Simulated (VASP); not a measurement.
LiMg12, 13 atoms in the cell. The cell holds a slab with vacuum, 13 atoms: a = 6.420 Å, b = 6.420 Å, c = 17.213 Å, α = 90.00°, β = 90.00°, γ = 60.00°. 

```yaml
Program: VASP 6.6.1
Task: single point
Functional: PBE
Dispersion: D3(BJ)
Potentials_or_basis: VASP PAW PBE potentials, release 64 (Mg, Li_sv)
Cutoff: 520 eV
k_mesh: 5 × 5 × 1
Occupations: gaussian, width 0.1 eV
Spin: no spin polarisation
Dipole_correction: no
Further_INCAR_settings: ALGO = Normal; EDIFF = 1e-06; NBANDS = 26
```

Potentials or basis: VASP PAW PBE potentials, release 64 (Mg, Li_sv).

Run with:

```sh
$ cat potpaw_PBE.64/Mg/POTCAR potpaw_PBE.64/Li_sv/POTCAR > POTCAR
$ mpirun -np 1 vasp_std > vasp.out
```

Hardware: 1 thread of Oxide Virtual Turin-like Processor (shared host).

Estimate the wall time of this run.

Wall time 3.1 min on 1 thread of Oxide Virtual Turin-like Processor, with other jobs on the host, peak memory 0.63 GiB. Counts: scf iterations 19, k points 13.
